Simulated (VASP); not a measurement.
# NbH (I4/mmm) in VASP: further runs

Runs on NbH. Level: PBEsol. Tasks: single point.

Everything below comes from runs of VASP 6.6.1. Logs are shortened: lines on timing, memory, paths and dates and some standing lists are left out, and cuts for length are marked.

## 1. The cell of the first run

Symmetry: I4/mmm, No. 139, tetragonal system. Conventional cell: a = 3.240 Å, b = 3.240 Å, c = 4.001 Å, α = 90.00°, β = 90.00°, γ = 90.00°. Within 2.7 Å of Nb (site symmetry 4/mmm) lie 6 H at 2.00 to 2.29 Å. Within 2.7 Å of H (site symmetry 4/mmm) lie 6 Nb at 2.00 to 2.29 Å.

## 2. Single point, PBEsol

The input, INCAR:

```
SYSTEM = NbH
ALGO = Normal
EDIFF = 1E-6
ENCUT = 500
GGA = PS
GGA_COMPAT = .FALSE.
ISIF = 2
ISMEAR = 1
LASPH = .TRUE.
LCHARG = .TRUE.
LELF = .TRUE.
LREAL = .FALSE.
LVHAR = .TRUE.
LWAVE = .FALSE.
NBANDS = 14
NELM = 120
PREC = Accurate
SIGMA = 0.1
```

The input, KPOINTS:

```
k-points
0
G
  10 10 10
  0 0 0
```

The input, POSCAR:

```
NbH
1.0
   -1.6202452965      1.6202452965      2.0007009255
    1.6202452965     -1.6202452965      2.0007009255
    1.6202452965      1.6202452965     -2.0007009255
Nb H
1 1
Direct
    0.0000000000      0.0000000000      0.0000000000
    0.5000000000      0.5000000000      0.0000000000
```

Potentials or basis: VASP PAW PBE potentials, release 64 (Nb_sv, H).

Run with:

```
$ cat potpaw_PBE.64/Nb_sv/POTCAR potpaw_PBE.64/H/POTCAR > POTCAR
$ mpirun -np 1 vasp_std > vasp.out
```

OUTCAR:

```text
SYSTEM = NbH
   EDIFF = 1E-6
   ENCUT = 500
   GGA = PS
   ISIF = 2
   ISMEAR = 1
   LASPH = .TRUE.
   LREAL = .FALSE.
   NELM = 120
   PREC = Accurate

 ion  position               nearest neighbor table
   1  0.000  0.000  0.000-
   2  0.500  0.500  0.000-

  LATTYP: Found a body centered tetragonal cell.
 ALAT       =     3.2404905930
 C/A-ratio  =     1.2348135988

  Lattice vectors:

 A1 = (  -1.6202452965,   1.6202452965,   2.0007009255)
 A2 = (   1.6202452965,  -1.6202452965,   2.0007009255)
 A3 = (   1.6202452965,   1.6202452965,  -2.0007009255)

Analysis of symmetry for initial positions (statically):
=====================================================================
 Subroutine PRICEL returns:
 Original cell was already a primitive cell.

 Routine SETGRP: Setting up the symmetry group for a
 body centered tetragonal supercell.

 Subroutine GETGRP returns: Found 16 space group operations
 (whereof 16 operations were pure point group operations)
 out of a pool of 16 trial point group operations.

The static configuration has the point symmetry D_4h.

Analysis of symmetry for dynamics (positions and initial velocities):
=====================================================================
 Subroutine PRICEL returns:
 Original cell was already a primitive cell.

 Routine SETGRP: Setting up the symmetry group for a
 body centered tetragonal supercell.

 Subroutine GETGRP returns: Found 16 space group operations
 (whereof 16 operations were pure point group operations)
 out of a pool of 16 trial point group operations.

The dynamic configuration has the point symmetry D_4h.

 Subroutine INISYM returns: Found 16 space group operations
 (whereof 16 operations are pure point group operations),
 and found     1 'primitive' translations

----------------------------------------------------------------------------------------

                                     Primitive cell

  volume of cell :      21.0089

  direct lattice vectors                    reciprocal lattice vectors
    -1.620245297  1.620245297  2.000700925     0.000000000  0.308595249  0.249912415
     1.620245297 -1.620245297  2.000700925     0.308595249  0.000000000  0.249912415
     1.620245297  1.620245297 -2.000700925     0.308595249  0.308595249  0.000000000

  length of vectors
     3.041906283  3.041906283  3.041906283     0.397098530  0.397098530  0.436419586

  position of ions in fractional coordinates (direct lattice)
     0.000000000  0.000000000  0.000000000
     0.500000000  0.500000000  0.000000000

  ion indices of the primitive-cell ions
   primitive index   ion index
                 1           1
                 2           2

----------------------------------------------------------------------------------------

 KPOINTS: k-points

Automatic generation of k-mesh.
 Grid dimensions read from file:
 generate k-points for:   10   10   10

 Generating k-lattice:

  Cartesian coordinates                     Fractional coordinates (reciprocal lattice)
     0.000000000  0.030859525  0.024991242     0.100000000  0.000000000 -0.000000000
     0.030859525  0.000000000  0.024991242     0.000000000  0.100000000 -0.000000000
     0.030859525  0.030859525  0.000000000     0.000000000  0.000000000  0.100000000

  Length of vectors
     0.039709853  0.039709853  0.043641959

  Shift w.r.t. Gamma in fractional coordinates (k-lattice)
     0.000000000  0.000000000  0.000000000

 Subroutine IBZKPT returns following result:
 ===========================================

 Found    102 irreducible k-points:

 Following reciprocal coordinates:
            Coordinates               Weight
  0.000000  0.000000  0.000000      1.000000
  0.100000  0.000000  0.000000      8.000000
  0.200000  0.000000  0.000000      8.000000
  0.300000  0.000000  0.000000      8.000000
  0.400000  0.000000  0.000000      8.000000
  0.500000 -0.000000  0.000000      4.000000
[... 16 lines left out ...]
  0.300000  0.300000  0.000000      8.000000
  0.400000  0.300000  0.000000     16.000000
 [... further k-points ...]
   k-points           NKPTS =    102   k-points in BZ     NKDIM =    102   number of bands    NBANDS=     14
   number of dos      NEDOS =    301   number of ions     NIONS =      2
   total plane-waves  NPLWV =  13824
   dimension x,y,z NGX =    24 NGY =   24 NGZ =   24
   dimension x,y,z NGXF=    48 NGYF=   48 NGZF=   48
   ions per type =               1   1
   NGX,Y,Z   is equivalent  to a cutoff of  13.12, 13.12, 13.12 a.u.
   NGXF,Y,Z  is equivalent  to a cutoff of  26.23, 26.23, 26.23 a.u.
 SYSTEM =  NbH
   PREC   = accura    normal or accurate (medium, high low for compatibility)
   ISTART =      0    job   : 0-new  1-cont  2-samecut
   ICHARG =      2    charge: 1-file 2-atom 10-const
   ISPIN  =      1    spin polarized calculation?
   LNONCOLLINEAR =      F non collinear calculations
   LSORBIT =      F    spin-orbit coupling
   LASPH  =      T    aspherical Exc in radial PAW
   ENCUT  =  500.0 eV  36.75 Ry    6.06 a.u.   5.55  5.55  5.55*2*pi/ulx,y,z
   NELM   =    120;   NELMIN=  2; NELMDL= -5     # of ELM steps
   EDIFF  = 0.1E-05   stopping-criterion for ELM
   LREAL  =      F    real-space projection
   EDIFFG = 0.1E-04   stopping-criterion for IOM
   NSW    =      0    number of steps for IOM
   IBRION =     -1    ionic relax: 0-MD 1-quasi-New 2-CG
   NFREE  =      0    steps in history (QN), initial steepest desc. (CG)
   ISIF   =      2    stress and relaxation
   ISYM   =      2    0-nonsym 1-usesym 2-fastsym
   POTIM  = 0.5000    time-step for ionic-motion
   TEBEG  =    0.0;   TEEND  =   0.0 temperature during run
   PSTRESS=    0.0 pullay stress
   NELECT =      14.0000    total number of electrons
   NUPDOWN=      -1.0000    fix difference up-down
   EMIN   =  10.00;   EMAX   =-10.00  energy-range for DOS
   EFERMI =   0.00;   METHOD = LEGACY
   ISMEAR =     1;   SIGMA  =   0.10  broadening in eV -4-tet -1-fermi 0-gaus
   EFERMI_NEDOS =   21; number of points for ismear=-14 and -15
   IALGO  =     38    algorithm
   IMIX   =      4    mixing-type and parameters
     AMIX     =   0.40;   BMIX     =  1.00
     AMIX_MAG =   1.60;   BMIX_MAG =  1.00
  volume/ion in A,a.u.               =      10.50        70.89
  Fermi-wavevector in a.u.,A,eV,Ry     =   1.429935  2.702185 27.820022  2.044714
  Thomas-Fermi vector in A             =   2.549835
   LORBIT       =      0    0 simple, 1 ext, 2 COOP (PROOUT), +10 PAW based schemes
   GGA     = PS    functional components
   LHFCALC =     F    Hartree Fock is set to
   AEXX    =    0.0000 exact exchange contribution
   IVDW    =     0    specifies the selected vdW correction
   LEPSILON=     F    determine dielectric tensor
   LRPA    =     F    only Hartree local field effects (RPA)
 non-spin polarized calculation
 Methfessel and Paxton  Order N= 1 SIGMA  =   0.10
  energy-cutoff  :      500.00
  volume of cell :       21.01
 maximum number of plane-waves:       551
 NGX is ok and might be reduce to    24
   NGX = 11   NGY = 11   NGZ = 11

 number of electron      14.0000000 magnetization

 Free energy of the ion-electron system (eV)
  ---------------------------------------------------
  ext. energy  EPLUGINS =         0.00000000
  ---------------------------------------------------
  free energy    TOTEN  =       -14.59015181 eV

  energy without entropy =      -14.58986544  energy(sigma->0) =      -14.59005636

 E-fermi :  10.6219     XC(G=0): -12.3965

 val. band max:       10.6193041586   @ k =  -0.2000   0.4000   0.1000
 cond. band min:      10.6227724130   @ k =   0.4000   0.1000   0.0000
 fundamental gap:      0.0034682544
 Fermi energy:        10.6218679020

 k-point     1 :       0.0000    0.0000    0.0000
  band No.  band energies     occupation
      1     -44.4917      2.00000
      2     -20.1344      2.00000
      3     -20.0946      2.00000
      4     -20.0946      2.00000
      5       1.1012      2.00000
      6       9.9035      2.00000
      7       9.9035      2.00000
      8      11.2231     -0.00000
      9      11.4692     -0.00000
     10      12.3393     -0.00000
     11      20.2956      0.00000
     12      21.9085      0.00000
     13      22.8443      0.00000
     14      22.8443      0.00000

 k-point     2 :       0.1000    0.0000    0.0000
  band No.  band energies     occupation
      1     -44.4793      2.00000
      2     -20.2093      2.00000
      3     -20.1159      2.00000
      4     -20.1133      2.00000
      5       1.4038      2.00000
      6       9.8051      2.00000
      7      10.0030      2.00000
      8      11.1487     -0.00000
      9      11.4278     -0.00000
     10      12.1928     -0.00000
     11      19.0742      0.00000
     12      22.5186      0.00000
     13      23.4494      0.00000
     14      23.8789      0.00000

 k-point     3 :       0.2000    0.0000    0.0000
  band No.  band energies     occupation
      1     -44.4465      2.00000
      2     -20.4435      2.00000
      3     -20.1620      2.00000
      4     -20.1279      2.00000
      5       2.2418      2.00000
      6       9.2399      2.00000
      7       9.9272      2.00000
      8      11.0912     -0.00000
      9      11.7911     -0.00000
     10      12.1821     -0.00000
     11      17.4014      0.00000
     12      23.8276      0.00000
     13      25.0801      0.00000
     14      25.6482      0.00000
[... 324 lines left out ...]
 k-point    23 :       0.3000    0.3000    0.0000
  band No.  band energies     occupation
      1     -44.3413      2.00000
      2     -20.8156      2.00000
      3     -20.5878      2.00000
      4     -20.2321      2.00000
      5       4.6693      2.00000
      6       7.8379      2.00000
      7       8.8925      2.00000
      8      11.3706     -0.00000
      9      13.0863      0.00000
     10      15.3228      0.00000
     11      17.5787      0.00000
     12      20.4553      0.00000
     13      22.8750      0.00000
     14      26.7087      0.00000

 k-point    24 :       0.4000    0.3000    0.0000
  band No.  band energies     occupation
      1     -44.3357      2.00000
      2     -20.7945      2.00000
      3     -20.6209      2.00000
      4     -20.2644      2.00000
      5       4.1117      2.00000
      6       7.8784      2.00000
      7       9.4060      2.00000
      8      11.7752     -0.00000
      9      13.7475      0.00000
     10      15.5864      0.00000
     11      17.7576      0.00000
     12      18.8516      0.00000
     13      23.4677      0.00000
     14      25.4937      0.00000

 [... further k-points ...]

------------------------ aborting loop because EDIFF is reached ----------------------------------------

  FORCE on cell =-STRESS in cart. coord.  units (eV):
  Direction    XX          YY          ZZ          XY          YZ          ZX
  --------------------------------------------------------------------------------------
  -------------------------------------------------------------------------------------
  Total       -1.6154596     -1.6154596     -1.6186179      0.0000000      0.0000000      0.0000000
  in kB     -123.1978109   -123.1978109   -123.4386659      0.0000000      0.0000000      0.0000000
  external PRESSURE =    -123.2780959 kB  Pullay stress =       0.0000000 kB

 VOLUME and BASIS-vectors are now :
 -----------------------------------------------------------------------------
  energy-cutoff  :      500.00
  volume of cell :       21.01
      direct lattice vectors                 reciprocal lattice vectors
    -1.620245297  1.620245297  2.000700925     0.000000000  0.308595249  0.249912415
     1.620245297 -1.620245297  2.000700925     0.308595249  0.000000000  0.249912415
     1.620245297  1.620245297 -2.000700925     0.308595249  0.308595249  0.000000000

 POSITION                                       TOTAL-FORCE (eV/Angst)
 -----------------------------------------------------------------------------------
      0.00000      0.00000      0.00000         0.000000     -0.000000      0.000000
      0.00000      0.00000      2.00070        -0.000000      0.000000     -0.000000
 -----------------------------------------------------------------------------------
    total drift:                               -0.000000      0.000000      0.000000

  FREE ENERGIE OF THE ION-ELECTRON SYSTEM (eV)
  ---------------------------------------------------
  free  energy   TOTEN  =       -14.5901518109 eV

  energy  without entropy=      -14.5898654435  energy(sigma->0) =      -14.59005636
```

It used 22 s of CPU time on 1 thread of AMD EPYC 7R13 Processor (Zen 3), on a shared host.

Results:

```
Free energy            : -14.5902 eV
Pressure               : -12.3 GPa
Band gap on the k mesh : zero (band 7 reaches 14.09 eV, above the bottom of band 8 at 10.24 eV)
```

Caveat: the PAW data sets were made with another functional, which shifts forces and pressure a little.

## 3. Single point, PBEsol

This run uses another cell than the first one, of 10.76 Å³/atom, 1.024 times its volume.

The input, INCAR:

```
  ALGO = Normal
  EDIFF = 1E-6
  ENCUT = 500
  GGA = PS
  GGA_COMPAT = F
  ISIF = 2
  ISMEAR = 1
  LASPH = T
  LCHARG = F
  LREAL = F
  LWAVE = F
  NBANDS = 14
  NELM = 120
  PREC = Accurate
  SIGMA = 0.1
```

The input, KPOINTS:

```
k-points
0
Gamma
  10 10 10
```

The input, POSCAR:

```
NbH
1.0
   -1.6333123551      1.6333123551      2.0168363072
    1.6333123551     -1.6333123551      2.0168363072
    1.6333123551      1.6333123551     -2.0168363072
Nb H
1 1
Direct
    0.0000000000      0.0000000000      0.0000000000
    0.5000000000      0.5000000000      0.0000000000
```

Potentials or basis: VASP PAW PBE potentials, release 64 (Nb_sv, H).

Run with:

```
$ cat potpaw_PBE.64/Nb_sv/POTCAR potpaw_PBE.64/H/POTCAR > POTCAR
$ mpirun -np 1 vasp_std > vasp.out
```

Wall time 34 s (1 thread of AMD EPYC 7R13 (Zen 3), shared host); peak memory 0.13 GiB.

Results (log left out):

```
Free energy            : -14.5457 eV
Pressure               : -15.9 GPa
Band gap on the k mesh : zero (band 7 reaches 13.64 eV, above the bottom of band 8 at 9.94 eV)
```

Stress tensor (GPa, compression positive):
```
-15.78   0.00   0.00
  0.00 -15.78   0.00
  0.00   0.00 -16.07
```

Levels at points of the mesh, in eV from the Fermi level:
```csv
k point,band 3,band 4,band 5,band 6,band 7,band 8,band 9,band 10,band 11,band 12
"(0.00, 0.00, 0.00)",-30.78,-30.78,-9.40,-0.69,-0.69,0.59,0.82,1.66,9.46,11.25
"(0.50, 0.00, 0.00)",-30.96,-30.83,-4.82,-4.23,-1.52,-0.12,2.93,3.90,7.12,7.96
"(0.50, 0.50, 0.00)",-31.13,-30.92,-7.79,-3.09,1.05,2.83,3.38,4.42,7.34,8.43
"(0.50, 0.50, 0.50)",-31.19,-31.19,-7.78,-3.45,3.34,3.39,3.98,3.98,7.27,7.27
```

Caveat: the PAW data sets were made with another functional, which shifts forces and pressure a little.

## 4. Single point, PBEsol

This run uses another cell than the first one, of 11.02 Å³/atom, 1.049 times its volume.

The input, INCAR:

```
ALGO = Normal
EDIFF = 1E-6
ENCUT = 500
GGA = PS
GGA_COMPAT = F
ISIF = 2
ISMEAR = 1
LASPH = T
LCHARG = F
LREAL = F
LWAVE = F
NBANDS = 14
NELM = 120
PREC = Accurate
SIGMA = 0.1
```

KPOINTS is that of step 3.

The input, POSCAR:

```
NbH
1.0
   -1.6461736119      1.6461736119      2.0327175619
    1.6461736119     -1.6461736119      2.0327175619
    1.6461736119      1.6461736119     -2.0327175619
Nb H
1 1
Direct
    0.0000000000      0.0000000000      0.0000000000
    0.5000000000      0.5000000000      0.0000000000
```

Run with:

```
$ cat potpaw_PBE.64/Nb_sv/POTCAR potpaw_PBE.64/H/POTCAR > POTCAR
$ mpirun -np 1 vasp_std > vasp.out
```

It used 22 s of CPU time on 1 thread of AMD EPYC 7R13 Processor (Zen 3), with other jobs on the host.

It converged, with:

```yaml
Free_energy: -14.4905 eV
Pressure: -19.0 GPa
Band_gap_on_the_k_mesh: zero (band 7 reaches 13.23 eV, above the bottom of band 8 at 9.66 eV)
```

Stress tensor (GPa, compression positive):
```
-18.76   0.00   0.00
  0.00 -18.76   0.00
  0.00   0.00 -19.42
```

Levels at points of the mesh, in eV from the Fermi level:
```csv
k point,band 5,band 6,band 7,band 8,band 9,band 10
"(0.00, 0.00, 0.00)",-9.28,-0.67,-0.67,0.58,0.79,1.61
"(0.50, 0.00, 0.00)",-4.80,-4.14,-1.47,-0.12,2.83,3.77
"(0.50, 0.50, 0.00)",-7.63,-3.00,0.98,2.74,3.27,4.28
"(0.50, 0.50, 0.50)",-7.61,-3.34,3.22,3.28,3.85,3.85
```

Caveat: the PAW data sets were made with another functional, which shifts forces and pressure a little.

## 5. Single point, PBEsol

This run uses another cell than the first one, of 11.27 Å³/atom, 1.073 times its volume.

The input, INCAR:

```
SYSTEM = NbH
  PREC = Accurate
  ENCUT = 500
  EDIFF = 1E-6
  ISMEAR = 1
  SIGMA = 0.1
  LREAL = .False.
  LASPH = .True.
  NELM = 120
  ALGO = Normal
  ISIF = 2
  LWAVE = .False.
  LCHARG = .False.
  GGA = PS
  NBANDS = 14
  GGA_COMPAT = .False.
```

The input, KPOINTS:

```
regular mesh
0
Gamma
  10 10 10
  0 0 0
```

The input, POSCAR:

```
NbH
1.0
   -1.6588369835      1.6588369835      2.0483544654
    1.6588369835     -1.6588369835      2.0483544654
    1.6588369835      1.6588369835     -2.0483544654
Nb H
1 1
Direct
    0.0000000000      0.0000000000      0.0000000000
    0.5000000000      0.5000000000      0.0000000000
```

Run with:

```
$ cat potpaw_PBE.64/Nb_sv/POTCAR potpaw_PBE.64/H/POTCAR > POTCAR
$ mpirun -np 1 vasp_std > vasp.out
```

Run time: 30 s. Hardware: 1 thread of AMD EPYC 7R13 (Zen 3), shared host; peak memory 0.13 GiB.

It converged, with:

* Free energy: -14.4261 eV
* Pressure: -21.7 GPa
* Band gap on the k mesh: zero (band 7 reaches 12.83 eV, above the bottom of band 8 at 9.38 eV)

Stress tensor (GPa, compression positive):
```
-21.30   0.00   0.00
  0.00 -21.30   0.00
  0.00   0.00 -22.43
```

Levels at points of the mesh, in eV from the Fermi level:
| k point | band 4 | band 5 | band 6 | band 7 | band 8 | band 9 | band 10 | band 11 |
| --- | --- | --- | --- | --- | --- | --- | --- | --- |
| (0.00, 0.00, 0.00) | -30.89 | -9.16 | -0.65 | -0.65 | 0.57 | 0.77 | 1.56 | 9.07 |
| (0.50, 0.00, 0.00) | -30.94 | -4.76 | -4.05 | -1.42 | -0.11 | 2.74 | 3.64 | 6.96 |
| (0.50, 0.50, 0.00) | -31.01 | -7.48 | -2.90 | 0.91 | 2.65 | 3.16 | 4.14 | 6.89 |
| (0.50, 0.50, 0.50) | -31.25 | -7.45 | -3.24 | 3.11 | 3.17 | 3.73 | 3.73 | 7.01 |

Caveat: the PAW data sets were made with another functional, which shifts forces and pressure a little.

## 6. Overview

```csv
cell,gap on the mesh (eV),pressure (GPa)
"a = 3.042 Å, angles 115.6, 115.6, 97.7°, 2 atoms",none,-12.3
"a = 3.066 Å, angles 115.6, 115.6, 97.7°, 2 atoms",none,-15.9
"a = 3.091 Å, angles 115.6, 115.6, 97.7°, 2 atoms",none,-19.0
"a = 3.114 Å, angles 115.6, 115.6, 97.7°, 2 atoms",none,-21.7
```

Alike in all rows: task single point; level PBEsol; potentials or basis VASP PAW PBE potentials, release 64 (Nb_sv, H); no spin polarisation; k mesh 10 × 10 × 10; cutoff (eV) 500; smearing methfessel-paxton 0.1 eV.

Caveats: the PAW data sets were made with another functional, which shifts forces and pressure a little.

Total energies depend on the potentials used, so only differences within one code and one set of settings carry meaning.
